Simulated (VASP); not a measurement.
# HgTe (Fm-3m) in VASP: a series of runs

The runs below take HgTe through single point, with PBE, r2SCAN.

Program: VASP 6.6.1. These are calculated values, not measurements. Logs are shortened: lines on timing, memory, paths and dates and some standing lists are left out, and cuts for length are marked.

## 1. The cell of the first run

The structure is cubic, space group Fm-3m (No. 225). Conventional cell: a = 6.041 Å, b = 6.041 Å, c = 6.041 Å, α = 90.00°, β = 90.00°, γ = 90.00°. Hg (site symmetry m-3m) has 6 Te at 3.02 Å within 4.0 Å. Within 4.0 Å of Te (site symmetry m-3m) lie 6 Hg at 3.02 Å.

## 2. Single point, PBE

INCAR reads:

```
SYSTEM = HgTe
PREC     = Accurate       ! precision mode
ENCUT    = 520            ! plane-wave cutoff, eV
EDIFF    = 1E-6           ! SCF threshold, eV
ISMEAR   = -1             ! smearing method
SIGMA    = 0.5            ! smearing width, eV
LREAL    = .False.        ! projectors in reciprocal space
LASPH    = .True.         ! aspherical terms in the spheres
NELM     = 60             ! most SCF steps
ALGO     = Normal         ! electronic algorithm
ISIF     = 2              ! what is computed and relaxed
LWAVE    = .False.        ! write WAVECAR
LCHARG   = .False.        ! write CHGCAR
GGA      = PE             ! functional
NBANDS   = 16             ! bands
```

KPOINTS reads:

```
regular mesh
0
Gamma
  6 6 6
  0 0 0
```

POSCAR reads:

```
HgTe
1.0
    0.0000000000      3.0204014056      3.0204014056
    3.0204014056      0.0000000000      3.0204014056
    3.0204014056      3.0204014056      0.0000000000
Hg Te
1 1
Direct
    0.0000000000      0.0000000000      0.0000000000
    0.5000000000      0.5000000000      0.5000000000
```

Potentials or basis: VASP PAW PBE potentials, release 64 (Hg, Te).

On the command line:

```
$ cat potpaw_PBE.64/Hg/POTCAR potpaw_PBE.64/Te/POTCAR > POTCAR
$ mpirun -np 1 vasp_std > vasp.out
```

OUTCAR:

```text
SYSTEM = HgTe
   PREC = Accurate
   ENCUT = 520
   EDIFF = 1E-6
   ISMEAR = -1
   LREAL = .False.
   LASPH = .True.
   NELM = 60
   ISIF = 2
   GGA = PE

 ion  position               nearest neighbor table
   1  0.000  0.000  0.000-   2 3.02   2 3.02   2 3.02   2 3.02   2 3.02   2 3.02
   2  0.500  0.500  0.500-   1 3.02   1 3.02   1 3.02   1 3.02   1 3.02   1 3.02

  LATTYP: Found a face centered cubic cell.
 ALAT       =     6.0408028112

  Lattice vectors:

 A1 = (   0.0000000000,   3.0204014056,   3.0204014056)
 A2 = (   3.0204014056,   0.0000000000,   3.0204014056)
 A3 = (   3.0204014056,   3.0204014056,   0.0000000000)

Analysis of symmetry for initial positions (statically):
=====================================================================
 Subroutine PRICEL returns:
 Original cell was already a primitive cell.

 Routine SETGRP: Setting up the symmetry group for a
 face centered cubic supercell.

 Subroutine GETGRP returns: Found 48 space group operations
 (whereof 48 operations were pure point group operations)
 out of a pool of 48 trial point group operations.

The static configuration has the point symmetry O_h .

Analysis of symmetry for dynamics (positions and initial velocities):
=====================================================================
 Subroutine PRICEL returns:
 Original cell was already a primitive cell.

 Routine SETGRP: Setting up the symmetry group for a
 face centered cubic supercell.

 Subroutine GETGRP returns: Found 48 space group operations
 (whereof 48 operations were pure point group operations)
 out of a pool of 48 trial point group operations.

The dynamic configuration has the point symmetry O_h .

 Subroutine INISYM returns: Found 48 space group operations
 (whereof 48 operations are pure point group operations),
 and found     1 'primitive' translations

----------------------------------------------------------------------------------------

                                     Primitive cell

  volume of cell :      55.1092

  direct lattice vectors                    reciprocal lattice vectors
     0.000000000  3.020401406  3.020401406    -0.165540911  0.165540911  0.165540911
     3.020401406  0.000000000  3.020401406     0.165540911 -0.165540911  0.165540911
     3.020401406  3.020401406  0.000000000     0.165540911  0.165540911 -0.165540911

  length of vectors
     4.271492632  4.271492632  4.271492632     0.286725268  0.286725268  0.286725268

  position of ions in fractional coordinates (direct lattice)
     0.000000000  0.000000000  0.000000000
     0.500000000  0.500000000  0.500000000

  ion indices of the primitive-cell ions
   primitive index   ion index
                 1           1
                 2           2

----------------------------------------------------------------------------------------

 KPOINTS: regular mesh

Automatic generation of k-mesh.
 Grid dimensions read from file:
 generate k-points for:    6    6    6

 Generating k-lattice:

  Cartesian coordinates                     Fractional coordinates (reciprocal lattice)
    -0.027590152  0.027590152  0.027590152     0.166666667  0.000000000  0.000000000
     0.027590152 -0.027590152  0.027590152     0.000000000  0.166666667  0.000000000
     0.027590152  0.027590152 -0.027590152     0.000000000  0.000000000  0.166666667

  Length of vectors
     0.047787545  0.047787545  0.047787545

  Shift w.r.t. Gamma in fractional coordinates (k-lattice)
     0.000000000  0.000000000  0.000000000

 Subroutine IBZKPT returns following result:
 ===========================================

 Found     16 irreducible k-points:

 Following reciprocal coordinates:
            Coordinates               Weight
  0.000000  0.000000  0.000000      1.000000
  0.166667  0.000000  0.000000      8.000000
  0.333333  0.000000  0.000000      8.000000
  0.500000  0.000000  0.000000      4.000000
  0.166667  0.166667  0.000000      6.000000
  0.333333  0.166667  0.000000     24.000000
[... 8 lines left out ...]
 -0.333333  0.333333  0.166667     24.000000
 -0.333333  0.500000  0.166667     12.000000
   k-points           NKPTS =     16   k-points in BZ     NKDIM =     16   number of bands    NBANDS=     16
   number of dos      NEDOS =    301   number of ions     NIONS =      2
   total plane-waves  NPLWV =  32768
   dimension x,y,z NGX =    32 NGY =   32 NGZ =   32
   dimension x,y,z NGXF=    64 NGYF=   64 NGZF=   64
   ions per type =               1   1
   NGX,Y,Z   is equivalent  to a cutoff of  12.45, 12.45, 12.45 a.u.
   NGXF,Y,Z  is equivalent  to a cutoff of  24.91, 24.91, 24.91 a.u.
 SYSTEM =  HgTe
   PREC   = accura    normal or accurate (medium, high low for compatibility)
   ISTART =      0    job   : 0-new  1-cont  2-samecut
   ICHARG =      2    charge: 1-file 2-atom 10-const
   ISPIN  =      1    spin polarized calculation?
   LNONCOLLINEAR =      F non collinear calculations
   LSORBIT =      F    spin-orbit coupling
   LASPH  =      T    aspherical Exc in radial PAW
   ENCUT  =  520.0 eV  38.22 Ry    6.18 a.u.   7.94  7.94  7.94*2*pi/ulx,y,z
   NELM   =     60;   NELMIN=  2; NELMDL= -5     # of ELM steps
   EDIFF  = 0.1E-05   stopping-criterion for ELM
   LREAL  =      F    real-space projection
   EDIFFG = 0.1E-04   stopping-criterion for IOM
   NSW    =      0    number of steps for IOM
   IBRION =     -1    ionic relax: 0-MD 1-quasi-New 2-CG
   NFREE  =      0    steps in history (QN), initial steepest desc. (CG)
   ISIF   =      2    stress and relaxation
   ISYM   =      2    0-nonsym 1-usesym 2-fastsym
   POTIM  = 0.5000    time-step for ionic-motion
   TEBEG  =    0.0;   TEEND  =   0.0 temperature during run
   PSTRESS=    0.0 pullay stress
   NELECT =      18.0000    total number of electrons
   NUPDOWN=      -1.0000    fix difference up-down
   EMIN   =  10.00;   EMAX   =-10.00  energy-range for DOS
   EFERMI =   0.00;   METHOD = LEGACY
   ISMEAR =    -1;   SIGMA  =   0.50  broadening in eV -4-tet -1-fermi 0-gaus
   EFERMI_NEDOS =   21; number of points for ismear=-14 and -15
   IALGO  =     38    algorithm
   IMIX   =      4    mixing-type and parameters
     AMIX     =   0.40;   BMIX     =  1.00
     AMIX_MAG =   1.60;   BMIX_MAG =  1.00
  volume/ion in A,a.u.               =      27.55       185.95
  Fermi-wavevector in a.u.,A,eV,Ry     =   1.127434  2.130541 17.294457  1.271107
  Thomas-Fermi vector in A             =   2.264120
   LORBIT       =      0    0 simple, 1 ext, 2 COOP (PROOUT), +10 PAW based schemes
   GGA     = PE    functional components
   LHFCALC =     F    Hartree Fock is set to
   AEXX    =    0.0000 exact exchange contribution
   IVDW    =     0    specifies the selected vdW correction
   LEPSILON=     F    determine dielectric tensor
   LRPA    =     F    only Hartree local field effects (RPA)
 non-spin polarized calculation
  energy-cutoff  :      520.00
  volume of cell :       55.11
 maximum number of plane-waves:      1524
   NGX = 15   NGY = 15   NGZ = 15

 number of electron      18.0000002 magnetization

 Free energy of the ion-electron system (eV)
  ---------------------------------------------------
  ext. energy  EPLUGINS =         0.00000000
  ---------------------------------------------------
  free energy    TOTEN  =        -3.71689893 eV

  energy without entropy =       -2.98620786  energy(sigma->0) =       -3.35155340

 E-fermi :   4.9312     XC(G=0): -10.0125

 val. band max:        4.9076416778   @ k =  -0.1667   0.1667   0.0000
 cond. band min:       5.0135606844   @ k =   0.5000   0.0000   0.0000
 fundamental gap:      0.1059190066
 Fermi energy:         4.9312354955

 k-point     1 :       0.0000    0.0000    0.0000
  band No.  band energies     occupation
      1      -7.5310      2.00000
      2      -2.0489      2.00000
      3      -2.0489      2.00000
      4      -1.9870      2.00000
      5      -1.9870      2.00000
      6      -1.9870      2.00000
[... 8 lines left out ...]
     15      12.5813      0.00000
     16      12.5813      0.00000

 k-point     2 :       0.1667    0.0000    0.0000
  band No.  band energies     occupation
      1      -7.2827      2.00000
      2      -2.1453      2.00000
      3      -2.1453      2.00000
      4      -2.0270      2.00000
      5      -1.9466      2.00000
      6      -1.9466      2.00000
[... 8 lines left out ...]
     15      13.0508      0.00000
     16      13.0508      0.00000

 k-point     3 :       0.3333    0.0000    0.0000
  band No.  band energies     occupation
      1      -6.6584      2.00000
      2      -2.3338      2.00000
      3      -2.3338      2.00000
      4      -2.2415      2.00000
      5      -1.8532      2.00000
      6      -1.8532      2.00000
[... 8 lines left out ...]
     15      14.3456      0.00000
     16      14.3456      0.00000

 k-point     4 :       0.5000    0.0000    0.0000
  band No.  band energies     occupation
      1      -6.2272      2.00000
      2      -2.5603      2.00000
      3      -2.4223      2.00000
      4      -2.4223      2.00000
      5      -1.8047      2.00000
      6      -1.8047      2.00000
[... 8 lines left out ...]
     15      15.6929      0.00000
     16      15.6929      0.00000
[... 172 lines left out ...]
 k-point    14 :       0.5000    0.3333    0.1667
  band No.  band energies     occupation
      1      -6.4374      2.00000
      2      -2.2600      2.00000
      3      -2.2265      2.00000
      4      -2.0704      2.00000
      5      -1.8117      2.00000
      6      -1.7342      2.00000
[... 8 lines left out ...]
     15      16.2354      0.00000
     16      16.4117      0.00000

 k-point    15 :      -0.3333    0.3333    0.1667
  band No.  band energies     occupation
      1      -6.2564      2.00000
      2      -2.3358      2.00000
      3      -2.0950      2.00000
      4      -2.0370      2.00000
      5      -1.7645      2.00000
      6      -1.5706      2.00000
[... 8 lines left out ...]
     15      14.7604      0.00000
     16      17.1721      0.00000

 k-point    16 :      -0.3333    0.5000    0.1667
  band No.  band energies     occupation
      1      -6.3117      2.00000
      2      -2.1866      2.00000
      3      -2.0865      2.00000
      4      -1.8979      2.00000
      5      -1.7232      2.00000
      6      -1.2159      1.99999
[... 8 lines left out ...]
     15      16.2500      0.00000
     16      17.6494      0.00000

------------------------ aborting loop because EDIFF is reached ----------------------------------------

  FORCE on cell =-STRESS in cart. coord.  units (eV):
  Direction    XX          YY          ZZ          XY          YZ          ZX
  --------------------------------------------------------------------------------------
  -------------------------------------------------------------------------------------
  Total        1.4044607      1.4044607      1.4044607      0.0000000     -0.0000000     -0.0000000
  in kB       40.8315810     40.8315810     40.8315810      0.0000000     -0.0000000     -0.0000000
  external PRESSURE =      40.8315810 kB  Pullay stress =       0.0000000 kB

 VOLUME and BASIS-vectors are now :
 -----------------------------------------------------------------------------
  energy-cutoff  :      520.00
  volume of cell :       55.11
      direct lattice vectors                 reciprocal lattice vectors
     0.000000000  3.020401406  3.020401406    -0.165540911  0.165540911  0.165540911
     3.020401406  0.000000000  3.020401406     0.165540911 -0.165540911  0.165540911
     3.020401406  3.020401406  0.000000000     0.165540911  0.165540911 -0.165540911

 POSITION                                       TOTAL-FORCE (eV/Angst)
 -----------------------------------------------------------------------------------
      0.00000      0.00000      0.00000        -0.000000     -0.000000     -0.000000
      3.02040      3.02040      3.02040         0.000000      0.000000      0.000000
 -----------------------------------------------------------------------------------
    total drift:                                0.000000     -0.000000     -0.000000

  FREE ENERGIE OF THE ION-ELECTRON SYSTEM (eV)
  ---------------------------------------------------
  free  energy   TOTEN  =        -3.7168989323 eV

  energy  without entropy=       -2.9862078607  energy(sigma->0) =       -3.35155340
```

Wall time 12 s (1 thread of Intel Xeon Platinum 8175M at 2.50GHz (Skylake/Cascade Lake), shared host); peak memory 0.18 GiB.

What came out:

```yaml
Free_energy: -3.7169 eV
Pressure: 4.1 GPa
Band_gap_on_the_k_mesh: zero (band 9 reaches 5.01 eV, above the bottom of band 10 at 2.33 eV)
```

Levels at points of the mesh, in eV from the Fermi level:
```csv
k point,band 6,band 7,band 8,band 9,band 10,band 11,band 12,band 13
"(0.00, 0.00, 0.00)",-6.92,-1.04,-0.97,-0.97,-0.97,7.45,7.45,7.45
"(0.50, 0.00, 0.00)",-6.74,-5.81,0.08,0.08,2.40,3.63,3.72,3.72
"(0.50, 0.50, 0.00)",-6.03,-4.66,-2.97,-2.60,-2.60,4.60,9.12,9.12
```

Caveat: spin-orbit coupling is left out, which moves the levels of the heavy elements.

## 3. Single point, r2SCAN

POSCAR is that of step 2.

INCAR.step1 reads:

```
SYSTEM = HgTe
PREC     = Accurate       ! precision mode
ENCUT    = 520            ! plane-wave cutoff, eV
ISMEAR   = -1             ! smearing method
SIGMA    = 0.02           ! smearing width, eV
LREAL    = .False.        ! projectors in reciprocal space
LASPH    = .True.         ! aspherical terms in the spheres
NELM     = 100            ! most SCF steps
NBANDS   = 16             ! bands
GGA      = PE             ! functional
ALGO     = Normal         ! electronic algorithm
EDIFF    = 1E-4           ! SCF threshold, eV
LWAVE    = .True.         ! write WAVECAR
LCHARG   = .False.        ! write CHGCAR
```

INCAR.step2 reads:

```
SYSTEM = HgTe
PREC     = Accurate       ! precision mode
ENCUT    = 520            ! plane-wave cutoff, eV
EDIFF    = 1E-7           ! SCF threshold, eV
ISMEAR   = -1             ! smearing method
SIGMA    = 0.02           ! smearing width, eV
LREAL    = .False.        ! projectors in reciprocal space
LASPH    = .True.         ! aspherical terms in the spheres
NELM     = 100            ! most SCF steps
ALGO     = Normal         ! electronic algorithm
ISIF     = 2              ! what is computed and relaxed
LWAVE    = .False.        ! write WAVECAR
LCHARG   = .False.        ! write CHGCAR
METAGGA  = R2SCAN         ! meta-GGA
LMIXTAU  = .True.       
NBANDS   = 16             ! bands
ISTART   = 1
```

KPOINTS is that of step 2.

Potentials or basis: VASP PAW PBE potentials, release 64 (Hg, Te).

On the command line:

```
$ cat potpaw_PBE.64/Hg/POTCAR potpaw_PBE.64/Te/POTCAR > POTCAR
$ cp INCAR.step1 INCAR
$ mpirun -np 1 vasp_std > vasp.out
$ cp INCAR.step2 INCAR
$ mpirun -np 1 vasp_std > vasp.out
```

OUTCAR:

```text
SYSTEM = HgTe
   PREC = Accurate
   ENCUT = 520
   EDIFF = 1E-7
   ISMEAR = -1
   LREAL = .False.
   LASPH = .True.
   NELM = 100
   ISIF = 2
   METAGGA = R2SCAN
   ISTART = 1

 ion  position               nearest neighbor table
   1  0.000  0.000  0.000-   2 3.02   2 3.02   2 3.02   2 3.02   2 3.02   2 3.02
   2  0.500  0.500  0.500-   1 3.02   1 3.02   1 3.02   1 3.02   1 3.02   1 3.02

  LATTYP: Found a face centered cubic cell.
 ALAT       =     6.0408028112

[... 479 lines left out ...]
     16      18.0474      0.00000

------------------------ aborting loop because EDIFF is reached ----------------------------------------

  FORCE on cell =-STRESS in cart. coord.  units (eV):
  Direction    XX          YY          ZZ          XY          YZ          ZX
  --------------------------------------------------------------------------------------
  -------------------------------------------------------------------------------------
  Total        0.5018761      0.5018761      0.5018761      0.0000000      0.0000000      0.0000000
  in kB       14.5909358     14.5909358     14.5909358      0.0000000      0.0000000      0.0000000
  external PRESSURE =      14.5909358 kB  Pullay stress =       0.0000000 kB

 VOLUME and BASIS-vectors are now :
 -----------------------------------------------------------------------------
  energy-cutoff  :      520.00
  volume of cell :       55.11
      direct lattice vectors                 reciprocal lattice vectors
     0.000000000  3.020401406  3.020401406    -0.165540911  0.165540911  0.165540911
     3.020401406  0.000000000  3.020401406     0.165540911 -0.165540911  0.165540911
     3.020401406  3.020401406  0.000000000     0.165540911  0.165540911 -0.165540911

 POSITION                                       TOTAL-FORCE (eV/Angst)
 -----------------------------------------------------------------------------------
      0.00000      0.00000      0.00000        -0.000000     -0.000000     -0.000000
      3.02040      3.02040      3.02040         0.000000      0.000000      0.000000
 -----------------------------------------------------------------------------------
    total drift:                                0.000000     -0.000000     -0.000000

  FREE ENERGIE OF THE ION-ELECTRON SYSTEM (eV)
  ---------------------------------------------------
  free  energy   TOTEN  =       -74.8880676812 eV

  energy  without entropy=      -74.8847496007  energy(sigma->0) =      -74.88640864
```

OSZICAR.step1:

```text
N       E                     dE             d eps       ncg     rms          rms(c)
DAV:   1     0.105549401409E+03    0.10555E+03   -0.82859E+03   520   0.992E+02
DAV:   2    -0.263758616967E+00   -0.10581E+03   -0.98751E+02   616   0.237E+02
DAV:   3    -0.352870549246E+01   -0.32649E+01   -0.32558E+01   640   0.423E+01
DAV:   4    -0.355199545179E+01   -0.23290E-01   -0.23289E-01   696   0.339E+00
DAV:   5    -0.355229207578E+01   -0.29662E-03   -0.29662E-03   648   0.317E-01    0.770E+00
DAV:   6    -0.336442903184E+01    0.18786E+00   -0.38925E-01   616   0.810E+00    0.594E+00
DAV:   7    -0.335990229263E+01    0.45267E-02   -0.65772E-02   568   0.177E+00    0.215E+00
DAV:   8    -0.335934800496E+01    0.55429E-03   -0.61865E-03   600   0.882E-01    0.475E-01
DAV:   9    -0.335933997141E+01    0.80335E-05   -0.44759E-04   664   0.225E-01
   1 F= -.33593400E+01 E0= -.33577283E+01  d E =-.322330E-02
```

It took 55 s on 1 thread of Intel Xeon Platinum 8175M at 2.50GHz (Skylake/Cascade Lake), shared host; peak memory 0.19 GiB.

Results:

```
Free energy            : -74.8881 eV
Pressure               : 1.5 GPa
Band gap on the k mesh : zero (band 9 reaches 4.81 eV, above the bottom of band 10 at 2.04 eV)
```

Levels at points of the mesh, in eV from the Fermi level:
| k point | band 7 | band 8 | band 9 | band 10 | band 11 | band 12 |
| --- | --- | --- | --- | --- | --- | --- |
| (0.00, 0.00, 0.00) | -0.92 | -0.92 | -0.92 | -0.59 | 8.02 | 8.02 |
| (0.50, 0.00, 0.00) | -5.92 | 0.19 | 0.19 | 2.95 | 4.03 | 4.14 |
| (0.50, 0.50, 0.00) | -4.68 | -2.81 | -2.58 | -2.58 | 5.08 | 9.87 |

Caveat: the PAW data sets were made with another functional, which shifts forces and pressure a little; spin-orbit coupling is left out, which moves the levels of the heavy elements.
